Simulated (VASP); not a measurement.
Set up this calculation in VASP 6.6.1, as the native input.

| Property | Result |
| --- | --- |
| Task | single point |
| Functional | HSE06 |
| Potentials or basis | VASP PAW PBE potentials, release 64 (Na_pv, H) |
| Cutoff | 520 eV |
| k mesh | 6 × 6 × 6 |
| Occupations | gaussian, width 0.01 eV |
| Spin | no spin polarisation |
| Dipole correction | no |
| Grid for exact exchange (PRECFOCK) | Normal |
| Further INCAR settings | ALGO = Normal; EDIFF = 1e-07; NBANDS = 11 |
| Share of exact exchange | 0.25 |
| Screening parameter | 0.2079 1/Å |

NaH:

```
CELL_PARAMETERS angstrom
2.94412 0.00000 0.00000
0.00000 2.93239 0.00000
0.00000 0.00000 2.93239
ATOMIC_POSITIONS crystal
Na 0.00000 0.00000 0.00000
H 0.50000 0.50000 0.50000
```

This cell differs from its parent crystal: uniaxial x strain +0.4%.

One way to write it, as run:

POSCAR

```
NaH
1.0
    2.9441207713      0.0000000000      0.0000000000
    0.0000000000      2.9323912064      0.0000000000
    0.0000000000      0.0000000000      2.9323912064
Na H
1 1
Direct
    0.0000000000      0.0000000000      0.0000000000
    0.5000000000      0.5000000000      0.5000000000
```

INCAR.step1

```
PREC     = Accurate       # precision mode
ENCUT    = 520            # plane-wave cutoff, eV
EDIFF    = 1E-5           # SCF threshold, eV
ISMEAR   = 0              # smearing method
SIGMA    = 0.01           # smearing width, eV
LREAL    = False          # projectors in reciprocal space
LASPH    = True           # aspherical terms in the spheres
NELM     = 80             # most SCF steps
ALGO     = Normal         # electronic algorithm
ISIF     = 2              # what is computed and relaxed
LWAVE    = True           # write WAVECAR
LCHARG   = False          # write CHGCAR
GGA      = PE             # functional
NBANDS   = 11             # bands
```

INCAR.step2

```
PREC     = Accurate       # precision mode
ENCUT    = 520            # plane-wave cutoff, eV
EDIFF    = 1E-7           # SCF threshold, eV
ISMEAR   = 0              # smearing method
SIGMA    = 0.01           # smearing width, eV
LREAL    = False          # projectors in reciprocal space
LASPH    = True           # aspherical terms in the spheres
NELM     = 80             # most SCF steps
ALGO     = Normal         # electronic algorithm
ISIF     = 2              # what is computed and relaxed
LWAVE    = False          # write WAVECAR
LCHARG   = False          # write CHGCAR
GGA      = PE             # functional
LHFCALC  = True           # exact exchange
HFSCREEN = 0.2079         # screening, 1/A
PRECFOCK = Normal       
ISTART   = 1            
NBANDS   = 11             # bands
```

KPOINTS

```
Automatic mesh
0
Gamma
  6 6 6
```

Potentials or basis: VASP PAW PBE potentials, release 64 (Na_pv, H).

Run with:

```sh
$ cat potpaw_PBE.64/Na_pv/POTCAR potpaw_PBE.64/H/POTCAR > POTCAR
$ cp INCAR.step1 INCAR
$ mpirun -np 1 vasp_std > vasp.out
$ cp INCAR.step2 INCAR
$ mpirun -np 1 vasp_std > vasp.out
```

Results of the run:

```yaml
Pressure: 0.2 GPa
Band_gap_on_the_k_mesh: 1.85 eV (least direct gap 5.69 eV)
```

Caveat: the cell differs from its parent crystal (uniaxial x strain +0.4%); the structure was generated, so it needn't be the stable form of NaH; the PAW data sets were made with another functional, which shifts forces and pressure a little.

Wall time 20 min on 1 thread of AMD EPYC 7R43 64-Core Processor (Zen 3), with other jobs on the host, peak memory 0.21 GiB.
